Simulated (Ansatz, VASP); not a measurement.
## One calculation of AlN, two programs

Contents of INCAR:

```
SYSTEM = AlN
PREC     = Accurate       ! precision mode
ENCUT    = 520            ! plane-wave cutoff, eV
EDIFF    = 1E-8           ! SCF threshold, eV
ISMEAR   = -1             ! smearing method
SIGMA    = 0.01           ! smearing width, eV
LREAL    = .False.        ! projectors in reciprocal space
LASPH    = .True.         ! aspherical terms in the spheres
NELM     = 100            ! most SCF steps
ALGO     = Normal         ! electronic algorithm
ISIF     = 2              ! what is computed and relaxed
LWAVE    = .False.        ! write WAVECAR
LCHARG   = .False.        ! write CHGCAR
LEFG     = .True.       
NBANDS   = 11             ! bands
```

Contents of KPOINTS:

```
regular mesh
0
Gamma
  12 12 12
  0 0 0
```

Contents of POSCAR:

```
AlN
1.0
    0.0395600000      1.9977800000      1.9977800000
    1.9977800000      0.0395600000      1.9977800000
    1.9977800000      1.9977800000      0.0395600000
Al N
1 1
Direct
    0.0000000000      0.0000000000      0.0000000000
    0.5000000000      0.5000000000      0.5000000000
```

Input for Ansatz:

```yaml
crystal:
  lattice:
    - [0.03956, 1.99778, 1.99778]
    - [1.99778, 0.03956, 1.99778]
    - [1.99778, 1.99778, 0.03956]
  atoms:
    - { symbol: Al, position: [0.0, 0.0, 0.0] }
    - { symbol: "N", position: [0.5, 0.5, 0.5] }
kpoints:
  mp_grid: { grid: [12, 12, 12] }
scf:
  occupations: { method: fermi_dirac, width: 0.01 }
hamiltonian:
  xc: lda
  pseudopotentials: { kind: all_electron, datasets: crystal }
output:
  forces: true
  stress: true
  eigenvalues: true
  efg: { contact_densities: true }
```

Change from the starting cell: equal xy, yz and zx shear strains of +2 %, crystal datasets.

Alike in both runs: task electric field gradients; functional LDA; k mesh 12 × 12 × 12; occupations fermi-dirac, width 0.01 eV; no spin polarisation.

|  | VASP | Ansatz |
| --- | --- | --- |
| version | VASP 6.6.1 | Ansatz 0.2.0 |
| potentials or method | VASP PAW LDA potentials, release 64 (Al, N), cutoff 520 eV | all-electron PAW with datasets made for the crystal, scalar-relativistic |

|  | VASP | Ansatz | Ansatz less VASP |
| --- | --- | --- | --- |
| gap on the k mesh at the Fermi level (eV) | 4.60 | 4.61 | +0.008 |
| pressure (GPa) | 13.4 | 12.6 | -0.78 |
| traceless stress, the component that is largest in VASP (GPa) | -7.09 | -7.09 | 0.000 |
| size of Vzz on the site where it differs most (V/Å²) | 0.6 | 1.4 | +0.87 |

LDA's correlation is that of Perdew and Zunger in VASP and of Perdew and Wang (1992) in Ansatz. Ansatz ran all-electron here, and VASP with PAW potentials.
